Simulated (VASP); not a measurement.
# GaN (P6_3mc) in VASP: a series of runs, part 2 of 2

VASP 6.6.1. The steps go on from the part before.

## (4) Single point, PBE

This run uses another cell than the first one, of 11.31 Å³/atom, 1.057 times its volume.

Contents of INCAR:

```
SYSTEM = GaN
PREC     = Accurate       ! precision mode
ENCUT    = 520            ! plane-wave cutoff, eV
EDIFF    = 1E-6           ! SCF threshold, eV
ISMEAR   = 0              ! smearing method
SIGMA    = 0.02           ! smearing width, eV
LREAL    = .False.        ! projectors in reciprocal space
LASPH    = .True.         ! aspherical terms in the spheres
NELM     = 80             ! most SCF steps
ALGO     = Normal         ! electronic algorithm
ISIF     = 2              ! what is computed and relaxed
LWAVE    = .False.        ! write WAVECAR
LCHARG   = .True.         ! write CHGCAR
GGA      = PE             ! functional
LELF     = .True.         ! ELF
LVHAR    = .True.       
NBANDS   = 26             ! bands
```

Contents of KPOINTS:

```
regular mesh
0
Gamma
  12 12 6
  0 0 0
```

Contents of POSCAR:

```
GaN
1.0
    3.1800000000      0.0000000000      0.0000000000
   -1.5900000000      2.7539607840      0.0000000000
    0.0000000000      0.0000000000      5.1660000000
Ga N
2 2
Direct
    0.3333333333      0.6666666667      0.0000000000
    0.6666666667      0.3333333333      0.5000000000
    0.3333333333      0.6666666667      0.3750000000
    0.6666666667      0.3333333333      0.8750000000
```

Launch:

```sh
> cat potpaw_PBE.64/Ga_d/POTCAR potpaw_PBE.64/N/POTCAR > POTCAR
> mpirun -np 1 vasp_std > vasp.out
```

Run time: 31 s. Hardware: 1 thread of Intel Xeon 6975P-C (Granite Rapids), shared host; peak memory 0.21 GiB.

It converged, with:

* Free energy: -24.2851 eV
* Pressure: 7.4 GPa
* Largest force: 0.135 eV/Å
* Band gap on the k mesh: 1.97 eV, direct

Forces on the atoms (eV/Å):
```
Ga   0.000  0.000 -0.135
Ga   0.000  0.000 -0.135
N    0.000  0.000  0.135
N    0.000  0.000  0.135
```

Stress tensor (GPa, compression positive):
```
6.64 0.00 0.00
0.00 6.64 0.00
0.00 0.00 8.81
```

Levels at points of the mesh, in eV from the valence-band top:
```
           k point  band 14  band 15  band 16  band 17  band 18  band 19  band 20  band 21  band 22  band 23
(0.00, 0.00, 0.00)    -1.06    -1.06    -0.06     0.00     0.00     1.97     4.30     9.26     9.92     9.92
(0.50, 0.00, 0.00)    -5.29    -4.27    -2.78    -2.26    -0.99     5.08     5.61     6.08     8.67    10.39
(0.00, 0.00, 0.50)    -3.87    -0.54    -0.54    -0.54    -0.54     4.29     4.29     8.54     8.54    10.44
(0.50, 0.00, 0.50)    -6.64    -1.96    -1.96    -1.93    -1.93     4.43     4.43     7.84     7.84    10.03
```

Expect the measured gap to be larger: semilocal functionals such as PBE lack the derivative discontinuity.

## (5) Single point, PBE

This run uses another cell than the first one, of 11.31 Å³/atom, 1.057 times its volume.

Contents of INCAR:

```
SYSTEM = GaN
PREC = Accurate
ENCUT = 520
EDIFF = 1E-7
ISMEAR = 0
SIGMA = 0.02
LREAL = .FALSE.
LASPH = .TRUE.
NELM = 60
ALGO = Normal
ISIF = 2
LWAVE = .FALSE.
LCHARG = .FALSE.
GGA = PE
NBANDS = 26
```

Contents of KPOINTS:

```
Automatic mesh
0
G
  12 12 6
  0 0 0
```

Contents of POSCAR:

```
GaN
1.0
    3.1800000000      0.0000000000      0.0000000000
   -1.5900000000      2.7539607840      0.0000000000
    0.0000000000      0.0000000000      5.1660000000
Ga N
2 2
Direct
    0.3333333333      0.6666666667     -0.0010330965
    0.6666666667      0.3333333333      0.4989669035
    0.3333333333      0.6666666667      0.3760330965
    0.6666666667      0.3333333333      0.8760330965
```

Launch:

```sh
> cat potpaw_PBE.64/Ga_d/POTCAR potpaw_PBE.64/N/POTCAR > POTCAR
> mpirun -np 1 vasp_std > vasp.out
```

It took 37 s on 1 thread of Intel Xeon 6975P-C (Granite Rapids), shared host; peak memory 0.2 GiB.

It converged, with:

```yaml
Free_energy: -24.2866 eV
Pressure: 7.3 GPa
Band_gap_on_the_k_mesh: 1.99 eV, direct
```

Forces on the atoms (eV/Å):
```
Ga   0.000  0.000 -0.003
Ga   0.000  0.000 -0.003
N    0.000  0.000  0.003
N    0.000  0.000  0.003
```

Stress tensor (GPa, compression positive):
```
7.02 0.00 0.00
0.00 7.02 0.00
0.00 0.00 7.91
```

Levels at points of the mesh, in eV from the valence-band top:
| k point | band 16 | band 17 | band 18 | band 19 | band 20 | band 21 |
| --- | --- | --- | --- | --- | --- | --- |
| (0.00, 0.00, 0.00) | -0.03 | 0.00 | 0.00 | 1.99 | 4.29 | 9.27 |
| (0.50, 0.00, 0.00) | -2.78 | -2.22 | -1.01 | 5.08 | 5.63 | 6.10 |
| (0.00, 0.00, 0.50) | -0.54 | -0.54 | -0.54 | 4.31 | 4.31 | 8.54 |
| (0.50, 0.00, 0.50) | -1.97 | -1.89 | -1.89 | 4.45 | 4.45 | 7.83 |

PBE gaps usually lie below the measured ones, often by a third to a half.

## (6) Single point, PBE (volume scaled by 0.97, then relaxed in part)

Contents of INCAR:

```
ALGO = Normal
EDIFF = 1E-7
ENCUT = 520
GGA = PE
ISIF = 2
ISMEAR = 0
LASPH = True
LCHARG = True
LELF = True
LREAL = False
LVHAR = True
LWAVE = False
NBANDS = 26
NELM = 60
PREC = Accurate
SIGMA = 0.02
```

Contents of KPOINTS:

```
k-points
0
Gamma
  12 12 6
```

Contents of POSCAR:

```
GaN
1.0
    3.1859173304      0.0000000000      0.0000000000
   -1.5929586652      2.7590853425      0.0000000000
    0.0000000000      0.0000000000      5.1900669819
Ga N
2 2
Direct
    0.3333333333      0.6666666667     -0.0008683120
    0.6666666667      0.3333333333      0.4991316880
    0.3333333333      0.6666666667      0.3758683120
    0.6666666667      0.3333333333      0.8758683120
```

Potentials or basis: VASP PAW PBE potentials, release 64 (Ga_d, N).

Launch:

```sh
> cat potpaw_PBE.64/Ga_d/POTCAR potpaw_PBE.64/N/POTCAR > POTCAR
> mpirun -np 1 vasp_std > vasp.out
```

OUTCAR:

```text
EDIFF = 1E-7
   ENCUT = 520
   GGA = PE
   ISIF = 2
   ISMEAR = 0
   LASPH = True
   LREAL = False
   NELM = 60
   PREC = Accurate

 ion  position               nearest neighbor table
   1  0.333  0.667  0.999-   4 1.95   4 1.95   4 1.95   3 1.96
   2  0.667  0.333  0.499-   3 1.95   3 1.95   3 1.95   4 1.96
   3  0.333  0.667  0.376-   2 1.95   2 1.95   2 1.95   1 1.96
   4  0.667  0.333  0.876-   1 1.95   1 1.95   1 1.95   2 1.96

  LATTYP: Found a hexagonal cell.
 ALAT       =     3.1859173304
 C/A-ratio  =     1.6290651777

  Lattice vectors:

 A1 = (   3.1859173304,   0.0000000000,   0.0000000000)
 A2 = (  -1.5929586652,   2.7590853425,   0.0000000000)
 A3 = (   0.0000000000,   0.0000000000,   5.1900669819)

Analysis of symmetry for initial positions (statically):
=====================================================================
 Subroutine PRICEL returns:
 Original cell was already a primitive cell.

 Routine SETGRP: Setting up the symmetry group for a
 hexagonal supercell.

 Subroutine GETGRP returns: Found 12 space group operations
 (whereof  6 operations were pure point group operations)
 out of a pool of 24 trial point group operations.

The static configuration has the point symmetry C_3v.
 The point group associated with its full space group is C_6v.

Analysis of symmetry for dynamics (positions and initial velocities):
=====================================================================
 Subroutine PRICEL returns:
 Original cell was already a primitive cell.

 Routine SETGRP: Setting up the symmetry group for a
 hexagonal supercell.

 Subroutine GETGRP returns: Found 12 space group operations
 (whereof  6 operations were pure point group operations)
 out of a pool of 24 trial point group operations.

The dynamic configuration has the point symmetry C_3v.
 The point group associated with its full space group is C_6v.

[... 119 lines left out ...]
   IALGO  =     38    algorithm
   IMIX   =      4    mixing-type and parameters
     AMIX     =   0.40;   BMIX     =  1.00
     AMIX_MAG =   1.60;   BMIX_MAG =  1.00
  volume/ion in A,a.u.               =      11.41        76.97
  Fermi-wavevector in a.u.,A,eV,Ry     =   1.512811  2.858799 31.138272  2.288598
  Thomas-Fermi vector in A             =   2.622686
   LORBIT       =      0    0 simple, 1 ext, 2 COOP (PROOUT), +10 PAW based schemes
   GGA     = PE    functional components
   LHFCALC =     F    Hartree Fock is set to
   AEXX    =    0.0000 exact exchange contribution
   IVDW    =     0    specifies the selected vdW correction
   LEPSILON=     F    determine dielectric tensor
   LRPA    =     F    only Hartree local field effects (RPA)
 non-spin polarized calculation
 Gauss-broadening in eV      SIGMA  =   0.02
  energy-cutoff  :      520.00
  volume of cell :       45.62
 maximum number of plane-waves:      1260
 NGX is ok and might be reduce to    24

 number of electron      35.9999987 magnetization

 Free energy of the ion-electron system (eV)
  ---------------------------------------------------
  ext. energy  EPLUGINS =         0.00000000
  ---------------------------------------------------
  free energy    TOTEN  =       -24.30238886 eV

  energy without entropy =      -24.30238886  energy(sigma->0) =      -24.30238886

 E-fermi :   5.4601     XC(G=0): -11.6772

 val. band max:        5.3344307750   @ k =   0.0000   0.0000   0.0000
 cond. band min:       7.2551706309   @ k =   0.0000   0.0000   0.0000
 fundamental gap:      1.9207398559
 Fermi energy:         5.4601480907

 k-point     1 :       0.0000    0.0000    0.0000
  band No.  band energies     occupation
      1     -10.6572      2.00000
      2      -9.7322      2.00000
      3      -8.1048      2.00000
      4      -8.0896      2.00000
      5      -8.0896      2.00000
      6      -8.0281      2.00000
[... 685 lines left out ...]
     25      16.6811      0.00000
     26      18.4842      0.00000

 [... further k-points ...]

------------------------ aborting loop because EDIFF is reached ----------------------------------------

  FORCE on cell =-STRESS in cart. coord.  units (eV):
  Direction    XX          YY          ZZ          XY          YZ          ZX
  --------------------------------------------------------------------------------------
  -------------------------------------------------------------------------------------
  Total        1.6118427      1.6118427      1.6139841      0.0000000      0.0000000     -0.0000000
  in kB       56.6057620     56.6057620     56.6809652      0.0000000      0.0000000     -0.0000000
  external PRESSURE =      56.6308297 kB  Pullay stress =       0.0000000 kB

 VOLUME and BASIS-vectors are now :
 -----------------------------------------------------------------------------
  energy-cutoff  :      520.00
  volume of cell :       45.62
      direct lattice vectors                 reciprocal lattice vectors
     3.185917330  0.000000000  0.000000000     0.313881340  0.181219476  0.000000000
    -1.592958665  2.759085343  0.000000000     0.000000000  0.362438952  0.000000000
     0.000000000  0.000000000  5.190066982     0.000000000  0.000000000  0.192675741

 POSITION                                       TOTAL-FORCE (eV/Angst)
 -----------------------------------------------------------------------------------
     -0.00000      1.83939      5.18556        -0.000000     -0.000000      0.005562
      1.59296      0.91970      2.59053         0.000000     -0.000000      0.005562
     -0.00000      1.83939      1.95078        -0.000000     -0.000000     -0.005562
      1.59296      0.91970      4.54582         0.000000      0.000000     -0.005562
 -----------------------------------------------------------------------------------
    total drift:                               -0.000001     -0.000001     -0.001260

  FREE ENERGIE OF THE ION-ELECTRON SYSTEM (eV)
  ---------------------------------------------------
  free  energy   TOTEN  =       -24.3023888603 eV

  energy  without entropy=      -24.3023888603  energy(sigma->0) =      -24.30238886
```

OSZICAR:

```text
N       E                     dE             d eps       ncg     rms          rms(c)
DAV:   1     0.286252042535E+03    0.28625E+03   -0.17632E+04  4284   0.260E+03
DAV:   2     0.894507029131E+01   -0.27731E+03   -0.26166E+03  4240   0.495E+02
DAV:   3    -0.270433737796E+02   -0.35988E+02   -0.35479E+02  4706   0.144E+02
DAV:   4    -0.282986297003E+02   -0.12553E+01   -0.12487E+01  4824   0.287E+01
DAV:   5    -0.283241671986E+02   -0.25537E-01   -0.25511E-01  4722   0.394E+00    0.109E+01
DAV:   6    -0.242219169427E+02    0.41023E+01   -0.10015E+01  6542   0.491E+01    0.306E+00
DAV:   7    -0.243205526994E+02   -0.98636E-01   -0.14262E+00  4178   0.901E+00    0.271E+00
DAV:   8    -0.243155102507E+02    0.50424E-02   -0.14309E-01  6468   0.505E+00    0.763E-01
DAV:   9    -0.243018667679E+02    0.13643E-01   -0.46614E-02  6456   0.366E+00    0.342E-01
DAV:  10    -0.243024317334E+02   -0.56497E-03   -0.40904E-03  4166   0.419E-01    0.669E-02
DAV:  11    -0.243023891636E+02    0.42570E-04   -0.43852E-04  5824   0.392E-01    0.394E-02
DAV:  12    -0.243023879723E+02    0.11913E-05   -0.48150E-05  4502   0.571E-02    0.208E-02
DAV:  13    -0.243023889781E+02   -0.10058E-05   -0.28123E-05  6104   0.598E-02    0.185E-02
DAV:  14    -0.243023888505E+02    0.12759E-06   -0.48907E-06  4134   0.173E-02    0.880E-03
DAV:  15    -0.243023888603E+02   -0.97807E-08   -0.32896E-07  4500   0.412E-03
   1 F= -.24302389E+02 E0= -.24302389E+02  d E =-.180734E-21
```

stdout:

```text
POSCAR found type information on POSCAR GaN
 POSCAR found :  2 types and       4 ions
 scaLAPACK will be used
 LDA part: xc-table for (Slater+PW92), standard interpolation
 POSCAR, INCAR and KPOINTS ok, starting setup
 FFT: planning ... GRIDC
 FFT: planning ... GRID_SOFT
 FFT: planning ... GRID
 WAVECAR not read
 entering main loop
```

It took 34 s on 1 thread of Intel Xeon 6975P-C (Granite Rapids), shared host; peak memory 0.21 GiB.

Results:

| Property | Result |
| --- | --- |
| Free energy | -24.3024 eV |
| Pressure | 5.7 GPa |
| Largest force | 0.006 eV/Å |
| Band gap on the k mesh | 1.92 eV, direct |

Forces on the atoms (eV/Å):
```
Ga   0.000  0.000  0.006
Ga   0.000  0.000  0.006
N    0.000  0.000 -0.006
N    0.000  0.000 -0.006
```

Levels at points of the mesh, in eV from the valence-band top:
```csv
k point,band 16,band 17,band 18,band 19,band 20,band 21
"(0.00, 0.00, 0.00)",-0.04,0.00,0.00,1.92,4.26,9.20
"(0.50, 0.00, 0.00)",-2.74,-2.20,-1.00,5.07,5.57,6.05
"(0.00, 0.00, 0.50)",-0.53,-0.53,-0.53,4.26,4.26,8.47
"(0.50, 0.00, 0.50)",-1.94,-1.89,-1.89,4.41,4.41,7.77
```

Caveat: the cell differs from its parent crystal (volume scaled by 0.97, then relaxed in part).

## (7) The runs side by side

```csv
cell,gap on the mesh (eV),pressure (GPa),largest force (eV/Å)
"a = 3.119, b = 3.119, c = 5.081 Å, angles 90.0, 90.0, 120.0°, 4 atoms",2.35,19.9,-
"a = 3.153, b = 3.153, c = 5.136 Å, angles 90.0, 90.0, 120.0°, 4 atoms",2.13,12.2,0.01
"a = 3.180, b = 3.180, c = 5.166 Å, angles 90.0, 90.0, 120.0°, 4 atoms",1.99,7.3,-
"a = 3.186, b = 3.186, c = 5.190 Å, angles 90.0, 90.0, 120.0°, 4 atoms",1.92,5.7,0.01
```

Some of these runs hold the atoms at other places in the same cell, which the table doesn't show; runs alike in all that it shows share one row.

Alike in all rows: task single point; level PBE; potentials or basis VASP PAW PBE potentials, release 64 (Ga_d, N); no spin polarisation; k mesh 12 × 12 × 6; cutoff (eV) 520; smearing gaussian 0.02 eV.

Total energies depend on the potentials used, so only differences within one code and one set of settings carry meaning.
